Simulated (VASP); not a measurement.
# CsSnBr3 (b) (Pm-3m) in VASP: a series of runs

Runs on CsSnBr3 (b). Level: PBEsol. Tasks: single point.

Everything below comes from runs of VASP 6.6.1. Logs are shortened: lines on timing, memory, paths and dates and some standing lists are left out, and cuts for length are marked.

### 1 The cell of the first run

It takes space group Pm-3m (No. 221, cubic). Conventional cell: a = 5.765 Å, b = 5.765 Å, c = 5.765 Å, α = 90.00°, β = 90.00°, γ = 90.00°. Within 5.3 Å of Cs (site symmetry m-3m) lie 12 Br at 4.08 Å and 8 Sn at 4.99 Å. Within 3.8 Å of Sn (site symmetry m-3m) lie 6 Br at 2.88 Å. Br (site symmetry 4/mmm) has 2 Sn at 2.88 Å within 3.8 Å.

### 2 Single point, PBEsol

The input, INCAR:

```
SYSTEM = CsSnBr3
PREC = Accurate ; ENCUT = 500
EDIFF = 1E-6 ; ISMEAR = 0
SIGMA = 0.02 ; LREAL = .FALSE.
LASPH = .TRUE. ; NELM = 120
ALGO = Normal ; ISIF = 2
LWAVE = .FALSE. ; LCHARG = .FALSE.
GGA = PS ; NBANDS = 30
GGA_COMPAT = .FALSE.
```

The input, KPOINTS:

```
Automatic mesh
0
G
  6 6 6
  0 0 0
```

The input, POSCAR:

```
CsSnBr3
1.0
    5.7652873848      0.0000000000      0.0000000000
    0.0000000000      5.7652873848      0.0000000000
    0.0000000000      0.0000000000      5.7652873848
Cs Sn Br
1 1 3
Direct
    0.0000000000      0.0000000000      0.0000000000
    0.5000000000      0.5000000000      0.5000000000
    0.5000000000      0.5000000000      0.0000000000
    0.5000000000      0.0000000000      0.5000000000
    0.0000000000      0.5000000000      0.5000000000
```

Potentials or basis: VASP PAW PBE potentials, release 64 (Cs_sv, Sn_d, Br).

Command:

```
> cat potpaw_PBE.64/Cs_sv/POTCAR potpaw_PBE.64/Sn_d/POTCAR potpaw_PBE.64/Br/POTCAR > POTCAR
> mpirun -np 1 vasp_std > vasp.out
```

OUTCAR:

```text
SYSTEM = CsSnBr3
   PREC = Accurate
   ENCUT = 500
   EDIFF = 1E-6
   ISMEAR = 0
   LREAL = .FALSE.
   LASPH = .TRUE.
   NELM = 120
   ISIF = 2
   GGA = PS

 ion  position               nearest neighbor table
   1  0.000  0.000  0.000-
   2  0.500  0.500  0.500-   3 2.88   4 2.88   5 2.88   3 2.88   4 2.88   5 2.88
   3  0.500  0.500  0.000-   2 2.88   2 2.88
   4  0.500  0.000  0.500-   2 2.88   2 2.88
   5  0.000  0.500  0.500-   2 2.88   2 2.88

  LATTYP: Found a simple cubic cell.
 ALAT       =     5.7652873848

  Lattice vectors:

 A1 = (   5.7652873848,   0.0000000000,   0.0000000000)
 A2 = (   0.0000000000,   5.7652873848,   0.0000000000)
 A3 = (   0.0000000000,   0.0000000000,   5.7652873848)

Analysis of symmetry for initial positions (statically):
=====================================================================
 Subroutine PRICEL returns:
 Original cell was already a primitive cell.

 Routine SETGRP: Setting up the symmetry group for a
 simple cubic supercell.

 Subroutine GETGRP returns: Found 48 space group operations
 (whereof 48 operations were pure point group operations)
 out of a pool of 48 trial point group operations.

The static configuration has the point symmetry O_h .

Analysis of symmetry for dynamics (positions and initial velocities):
=====================================================================
 Subroutine PRICEL returns:
 Original cell was already a primitive cell.

 Routine SETGRP: Setting up the symmetry group for a
 simple cubic supercell.

 Subroutine GETGRP returns: Found 48 space group operations
 (whereof 48 operations were pure point group operations)
 out of a pool of 48 trial point group operations.

The dynamic configuration has the point symmetry O_h .

 Subroutine INISYM returns: Found 48 space group operations
 (whereof 48 operations are pure point group operations),
 and found     1 'primitive' translations

----------------------------------------------------------------------------------------

                                     Primitive cell

  volume of cell :     191.6297

  direct lattice vectors                    reciprocal lattice vectors
     5.765287385  0.000000000  0.000000000     0.173451891  0.000000000  0.000000000
     0.000000000  5.765287385  0.000000000     0.000000000  0.173451891  0.000000000
     0.000000000  0.000000000  5.765287385     0.000000000  0.000000000  0.173451891

  length of vectors
     5.765287385  5.765287385  5.765287385     0.173451891  0.173451891  0.173451891

  position of ions in fractional coordinates (direct lattice)
     0.000000000  0.000000000  0.000000000
     0.500000000  0.500000000  0.500000000
     0.500000000  0.500000000  0.000000000
     0.500000000  0.000000000  0.500000000
     0.000000000  0.500000000  0.500000000

  ion indices of the primitive-cell ions
   primitive index   ion index
                 1           1
                 2           2
                 3           3
                 4           4
                 5           5

----------------------------------------------------------------------------------------

 KPOINTS: Automatic mesh

Automatic generation of k-mesh.
 Grid dimensions read from file:
 generate k-points for:    6    6    6

 Generating k-lattice:

  Cartesian coordinates                     Fractional coordinates (reciprocal lattice)
     0.028908649  0.000000000  0.000000000     0.166666667  0.000000000  0.000000000
     0.000000000  0.028908649  0.000000000     0.000000000  0.166666667  0.000000000
     0.000000000  0.000000000  0.028908649     0.000000000  0.000000000  0.166666667

  Length of vectors
     0.028908649  0.028908649  0.028908649

  Shift w.r.t. Gamma in fractional coordinates (k-lattice)
     0.000000000  0.000000000  0.000000000

 Subroutine IBZKPT returns following result:
 ===========================================

 Found     20 irreducible k-points:

 Following reciprocal coordinates:
            Coordinates               Weight
  0.000000  0.000000  0.000000      1.000000
  0.166667  0.000000  0.000000      6.000000
  0.333333  0.000000  0.000000      6.000000
  0.500000  0.000000  0.000000      3.000000
  0.166667  0.166667  0.000000     12.000000
  0.333333  0.166667  0.000000     24.000000
[... 12 lines left out ...]
  0.500000  0.500000  0.333333      6.000000
  0.500000  0.500000  0.500000      1.000000
   k-points           NKPTS =     20   k-points in BZ     NKDIM =     20   number of bands    NBANDS=     30
   number of dos      NEDOS =    301   number of ions     NIONS =      5
   total plane-waves  NPLWV =  74088
   dimension x,y,z NGX =    42 NGY =   42 NGZ =   42
   dimension x,y,z NGXF=    84 NGYF=   84 NGZF=   84
   ions per type =               1   1   3
   NGX,Y,Z   is equivalent  to a cutoff of  12.11, 12.11, 12.11 a.u.
   NGXF,Y,Z  is equivalent  to a cutoff of  24.22, 24.22, 24.22 a.u.
 SYSTEM =  CsSnBr3
   PREC   = accura    normal or accurate (medium, high low for compatibility)
   ISTART =      0    job   : 0-new  1-cont  2-samecut
   ICHARG =      2    charge: 1-file 2-atom 10-const
   ISPIN  =      1    spin polarized calculation?
   LNONCOLLINEAR =      F non collinear calculations
   LSORBIT =      F    spin-orbit coupling
   LASPH  =      T    aspherical Exc in radial PAW
   ENCUT  =  500.0 eV  36.75 Ry    6.06 a.u.  10.51 10.51 10.51*2*pi/ulx,y,z
   NELM   =    120;   NELMIN=  2; NELMDL= -5     # of ELM steps
   EDIFF  = 0.1E-05   stopping-criterion for ELM
   LREAL  =      F    real-space projection
   EDIFFG = 0.1E-04   stopping-criterion for IOM
   NSW    =      0    number of steps for IOM
   IBRION =     -1    ionic relax: 0-MD 1-quasi-New 2-CG
   NFREE  =      0    steps in history (QN), initial steepest desc. (CG)
   ISIF   =      2    stress and relaxation
   ISYM   =      2    0-nonsym 1-usesym 2-fastsym
   POTIM  = 0.5000    time-step for ionic-motion
   TEBEG  =    0.0;   TEEND  =   0.0 temperature during run
   PSTRESS=    0.0 pullay stress
   NELECT =      44.0000    total number of electrons
   NUPDOWN=      -1.0000    fix difference up-down
   EMIN   =  10.00;   EMAX   =-10.00  energy-range for DOS
   EFERMI =   0.00;   METHOD = LEGACY
   ISMEAR =     0;   SIGMA  =   0.02  broadening in eV -4-tet -1-fermi 0-gaus
   EFERMI_NEDOS =   21; number of points for ismear=-14 and -15
   IALGO  =     38    algorithm
   IMIX   =      4    mixing-type and parameters
     AMIX     =   0.40;   BMIX     =  1.00
     AMIX_MAG =   1.60;   BMIX_MAG =  1.00
  volume/ion in A,a.u.               =      38.33       258.64
  Fermi-wavevector in a.u.,A,eV,Ry     =   1.002470  1.894394 13.673125  1.004946
  Thomas-Fermi vector in A             =   2.134959
   LORBIT       =      0    0 simple, 1 ext, 2 COOP (PROOUT), +10 PAW based schemes
   GGA     = PS    functional components
   LHFCALC =     F    Hartree Fock is set to
   AEXX    =    0.0000 exact exchange contribution
   IVDW    =     0    specifies the selected vdW correction
   LEPSILON=     F    determine dielectric tensor
   LRPA    =     F    only Hartree local field effects (RPA)
 non-spin polarized calculation
 Gauss-broadening in eV      SIGMA  =   0.02
  energy-cutoff  :      500.00
  volume of cell :      191.63
 maximum number of plane-waves:      4945
   NGX = 21   NGY = 21   NGZ = 21

 number of electron      44.0000000 magnetization

 Free energy of the ion-electron system (eV)
  ---------------------------------------------------
  ext. energy  EPLUGINS =         0.00000000
  ---------------------------------------------------
  free energy    TOTEN  =       -16.80774619 eV

  energy without entropy =      -16.80774619  energy(sigma->0) =      -16.80774619

 E-fermi :   2.6602     XC(G=0):  -8.0036

 val. band max:        2.5534604442   @ k =   0.5000   0.5000   0.5000
 cond. band min:       2.7672683651   @ k =   0.5000   0.5000   0.5000
 fundamental gap:      0.2138079209
 Fermi energy:         2.6601766192

 k-point     1 :       0.0000    0.0000    0.0000
  band No.  band energies     occupation
      1     -19.8945      2.00000
      2     -19.7017      2.00000
      3     -19.7017      2.00000
      4     -19.6641      2.00000
      5     -19.6641      2.00000
      6     -19.6641      2.00000
[... 22 lines left out ...]
     29       7.4686      0.00000
     30       7.4686      0.00000

 k-point     2 :       0.1667    0.0000    0.0000
  band No.  band energies     occupation
      1     -19.8940      2.00000
      2     -19.7016      2.00000
      3     -19.6997      2.00000
      4     -19.6641      2.00000
      5     -19.6641      2.00000
      6     -19.6640      2.00000
[... 22 lines left out ...]
     29       6.5209      0.00000
     30       7.4104      0.00000

 k-point     3 :       0.3333    0.0000    0.0000
  band No.  band energies     occupation
      1     -19.8932      2.00000
      2     -19.7016      2.00000
      3     -19.6957      2.00000
      4     -19.6642      2.00000
      5     -19.6642      2.00000
      6     -19.6640      2.00000
[... 22 lines left out ...]
     29       6.6922      0.00000
     30       7.5430      0.00000

 k-point     4 :       0.5000    0.0000    0.0000
  band No.  band energies     occupation
      1     -19.8929      2.00000
      2     -19.7016      2.00000
      3     -19.6937      2.00000
      4     -19.6643      2.00000
      5     -19.6643      2.00000
      6     -19.6640      2.00000
[... 22 lines left out ...]
     29       6.8465      0.00000
     30       7.3259      0.00000

 k-point     5 :       0.1667    0.1667    0.0000
  band No.  band energies     occupation
      1     -19.8937      2.00000
      2     -19.7006      2.00000
      3     -19.6987      2.00000
      4     -19.6642      2.00000
      5     -19.6641      2.00000
      6     -19.6641      2.00000
[... 22 lines left out ...]
     29       6.4359      0.00000
     30       6.9919      0.00000
[... 394 lines left out ...]
     29       7.2122      0.00000
     30       7.6815      0.00000

 k-point    18 :       0.5000    0.3333    0.3333
  band No.  band energies     occupation
      1     -19.8910      2.00000
      2     -19.6927      2.00000
      3     -19.6906      2.00000
      4     -19.6645      2.00000
      5     -19.6645      2.00000
      6     -19.6645      2.00000
[... 22 lines left out ...]
     29       6.9087      0.00000
     30       7.5143      0.00000

 k-point    19 :       0.5000    0.5000    0.3333
  band No.  band energies     occupation
      1     -19.8907      2.00000
      2     -19.6916      2.00000
      3     -19.6896      2.00000
      4     -19.6646      2.00000
      5     -19.6645      2.00000
      6     -19.6645      2.00000
[... 22 lines left out ...]
     29       6.7364      0.00000
     30       7.6923      0.00000

 k-point    20 :       0.5000    0.5000    0.5000
  band No.  band energies     occupation
      1     -19.8904      2.00000
      2     -19.6896      2.00000
      3     -19.6896      2.00000
      4     -19.6646      2.00000
      5     -19.6646      2.00000
      6     -19.6646      2.00000
[... 22 lines left out ...]
     29       6.6021      0.00000
     30       7.9563      0.00000

------------------------ aborting loop because EDIFF is reached ----------------------------------------

  FORCE on cell =-STRESS in cart. coord.  units (eV):
  Direction    XX          YY          ZZ          XY          YZ          ZX
  --------------------------------------------------------------------------------------
  -------------------------------------------------------------------------------------
  Total        0.0046672      0.0046672      0.0046672     -0.0000000      0.0000000     -0.0000000
  in kB        0.0390217      0.0390217      0.0390217     -0.0000000      0.0000000     -0.0000000
  external PRESSURE =       0.0390217 kB  Pullay stress =       0.0000000 kB

 VOLUME and BASIS-vectors are now :
 -----------------------------------------------------------------------------
  energy-cutoff  :      500.00
  volume of cell :      191.63
      direct lattice vectors                 reciprocal lattice vectors
     5.765287385  0.000000000  0.000000000     0.173451891  0.000000000  0.000000000
     0.000000000  5.765287385  0.000000000     0.000000000  0.173451891  0.000000000
     0.000000000  0.000000000  5.765287385     0.000000000  0.000000000  0.173451891

 POSITION                                       TOTAL-FORCE (eV/Angst)
 -----------------------------------------------------------------------------------
      0.00000      0.00000      0.00000         0.000000      0.000000      0.000000
      2.88264      2.88264      2.88264         0.000000      0.000000      0.000000
      2.88264      2.88264      0.00000         0.000000      0.000000      0.000000
      2.88264      0.00000      2.88264         0.000000      0.000000      0.000000
      0.00000      2.88264      2.88264         0.000000      0.000000      0.000000
 -----------------------------------------------------------------------------------
    total drift:                                0.000000     -0.000000     -0.000000

  FREE ENERGIE OF THE ION-ELECTRON SYSTEM (eV)
  ---------------------------------------------------
  free  energy   TOTEN  =       -16.8077461873 eV

  energy  without entropy=      -16.8077461873  energy(sigma->0) =      -16.80774619
```

Run time: 1.8 min. Hardware: 1 thread of AMD EPYC 9R45 (Zen 5), shared host; peak memory 0.28 GiB.

Results:

| Quantity | Value |
| --- | --- |
| Free energy | -16.8077 eV |
| Pressure | 0.0 GPa |
| Band gap on the k mesh | 0.21 eV, direct |

Caveat: the PAW data sets were made with another functional, which shifts forces and pressure a little; spin-orbit coupling is left out, which moves the levels of the heavy elements. A k mesh can miss the band edges.

### 3 Single point, PBEsol

The input, INCAR:

```
SYSTEM = CsSnBr3
  ALGO = Normal
  EDIFF = 1E-6
  ENCUT = 500
  GGA = PS
  GGA_COMPAT = .False.
  ISIF = 2
  ISMEAR = 0
  LASPH = .True.
  LCHARG = .False.
  LREAL = .False.
  LWAVE = .False.
  NBANDS = 30
  NELM = 120
  PREC = Accurate
  SIGMA = 0.01
```

The input, KPOINTS:

```
k-points
0
Gamma
  6 6 6
  0 0 0
```

POSCAR is that of step 2.

Potentials or basis: VASP PAW PBE potentials, release 64 (Cs_sv, Sn_d, Br).

Command:

```
> cat potpaw_PBE.64/Cs_sv/POTCAR potpaw_PBE.64/Sn_d/POTCAR potpaw_PBE.64/Br/POTCAR > POTCAR
> mpirun -np 1 vasp_std > vasp.out
```

Run time: 1.8 min. Hardware: 1 thread of AMD EPYC 9R45 (Zen 5), shared host; peak memory 0.28 GiB.

It converged, with:

```
Free energy            : -16.8077 eV
Pressure               : 0.0 GPa
Band gap on the k mesh : 0.21 eV, direct
```

Levels at points of the mesh, in eV from the valence-band top:
| k point | band 20 | band 21 | band 22 | band 23 | band 24 | band 25 |
| --- | --- | --- | --- | --- | --- | --- |
| (0.00, 0.00, 0.00) | -3.16 | -3.16 | -3.16 | 1.88 | 2.90 | 2.90 |
| (0.50, 0.00, 0.00) | -3.30 | -3.30 | -2.15 | 1.29 | 3.39 | 3.99 |
| (0.50, 0.50, 0.00) | -3.60 | -2.79 | -1.06 | 0.80 | 0.80 | 3.79 |
| (0.50, 0.50, 0.50) | -2.77 | -2.77 | 0.00 | 0.21 | 0.21 | 0.21 |

Caveat: the PAW data sets were made with another functional, which shifts forces and pressure a little; spin-orbit coupling is left out, which moves the levels of the heavy elements. A k mesh can miss the band edges.
